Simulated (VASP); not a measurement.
The system is La2O3.

```xyz
5
Lattice="6.1389 0.0000 0.0000 -3.0694 5.3164 0.0000 0.0000 0.0000 3.2324" Properties=species:S:1:pos:R:3 pbc="T T T"
La    3.0694    1.7721    1.6162
La    0.0000    3.5443    1.6162
O     3.1186    0.0000    0.0000
O    -1.5593    2.7008    0.0000
O     1.5101    2.6156    0.0000
```

Base run:

- Program: VASP 6.6.1
- Functional: PBEsol
- Potentials or basis: VASP PAW PBE potentials, release 64 (La, O)
- Cutoff: 520 eV
- k mesh: 5 × 5 × 8
- Occupations: fermi-dirac, width 0.05 eV
- Spin: no spin polarisation

Its results: band gap on the k mesh 1.11 eV (least direct gap 1.82 eV); pressure 5.6 GPa; largest force 0.028 eV/Å.

Q: The run is repeated on the same cell with these changes: functional from PBEsol to PBE. What comes out?

A: Band gap on the k mesh 1.20 eV (least direct gap 1.90 eV); pressure 9.0 GPa; largest force 0.012 eV/Å.

PBE binds less tightly than PBEsol, so the same cell stands under more pressure.

Caveats: the cell stands under pressure; spin-orbit coupling is left out, which moves the levels of the heavy elements; an odd mesh through Γ misses points on the zone boundary, where band edges can lie; the PAW data sets were made with another functional, which shifts forces and pressure a little (at least some runs).
